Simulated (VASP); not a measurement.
A run of VASP 6.6.1:

File INCAR:

```
ALGO = Normal ; EDIFF = 1E-7
ENCUT = 520 ; GGA = RP
ISIF = 2 ; ISMEAR = -1
IVDW = 12 ; LASPH = True
LCHARG = False ; LREAL = False
LWAVE = False ; NBANDS = 35
NELM = 80 ; PREC = Accurate
SIGMA = 0.05
```

KPOINTS

```
k-points
0
Gamma
  7 7 7
```

File POSCAR:

```
Al2O3
1.0
    2.3566233430      1.3605971214      4.2679555279
   -2.3566233430      1.3605971214      4.2679555279
    0.0000000000     -2.7211942429      4.2679555278
Al O
4 6
Direct
    0.8526105648      0.8526105648      0.8526105648
    0.6473894352      0.6473894352      0.6473894352
    0.1473894352      0.1473894352      0.1473894352
    0.3526105648      0.3526105648      0.3526105648
    0.0566923741      0.7500000000      0.4433076259
    0.7500000000      0.4433076259      0.0566923741
    0.4433076259      0.0566923741      0.7500000000
    0.9433076259      0.2500000000      0.5566923741
    0.2500000000      0.5566923741      0.9433076259
    0.5566923741      0.9433076259      0.2500000000
```

Potentials or basis: VASP PAW PBE potentials, release 64 (Al, O).

Run with:

```sh
$ cat potpaw_PBE.64/Al/POTCAR potpaw_PBE.64/O/POTCAR > POTCAR
$ mpirun -np 1 vasp_std > vasp.out
```

Hardware: 1 thread of Intel(R) Xeon(R) 6975P-C (Granite Rapids), on a shared host.

Q: Estimate the wall time of this run.

A: It took 64 s on 1 thread of Intel(R) Xeon(R) 6975P-C (Granite Rapids), on a shared host, peak memory 0.29 GiB. Counts: scf iterations 14, k points 44.
